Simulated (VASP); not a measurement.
Wanted: the native input for a VASP 6.6.1 run.

| Item | Value |
| --- | --- |
| Task | single point |
| Functional | PBEsol |
| Potentials or basis | VASP PAW PBE potentials, release 64 (N, B) |
| Cutoff | 520 eV |
| k mesh | 12 × 12 × 12 |
| Occupations | fermi-dirac, width 0.05 eV |
| Spin | no spin polarisation |
| Dipole correction | no |
| Further INCAR settings | ALGO = Normal; EDIFF = 1e-06; NBANDS = 11 |

The structure of BN lies in POSCAR:

```
BN
1.0
    1.2255815191      0.7075898200      3.3040796871
   -1.2255815191      0.7075898200      3.3040796871
    0.0000000000     -1.4151796399      3.3040796871
N B
1 1
Direct
    0.6672382000      0.6672382000      0.6672382000
    0.0003288000      0.0003288000      0.0003288000
```

This cell differs from its parent crystal: volume scaled by 0.94.

The input as run:

INCAR

```
SYSTEM = BN
  ALGO = Normal
  EDIFF = 1E-6
  ENCUT = 520
  GGA = PS
  ISIF = 2
  ISMEAR = -1
  LASPH = .True.
  LCHARG = .False.
  LREAL = .False.
  LWAVE = .False.
  NBANDS = 11
  NELM = 100
  PREC = Accurate
  SIGMA = 0.05
```

KPOINTS

```
k-points
0
Gamma
  12 12 12
  0 0 0
```

Potentials or basis: VASP PAW PBE potentials, release 64 (N, B).

Launch:

```console
$ cat potpaw_PBE.64/N/POTCAR potpaw_PBE.64/B/POTCAR > POTCAR
$ mpirun -np 1 vasp_std > vasp.out
```

Results of the run:

```
Pressure               : 17.7 GPa
Band gap on the k mesh : 4.24 eV, indirect (least direct gap 4.79 eV)
```

Caveat: the PAW data sets were made with another functional, which shifts forces and pressure a little.

Run time: 29 s on 1 thread of Intel(R) Xeon(R) Platinum 8488C (Sapphire Rapids) (shared host), peak memory 0.17 GiB.
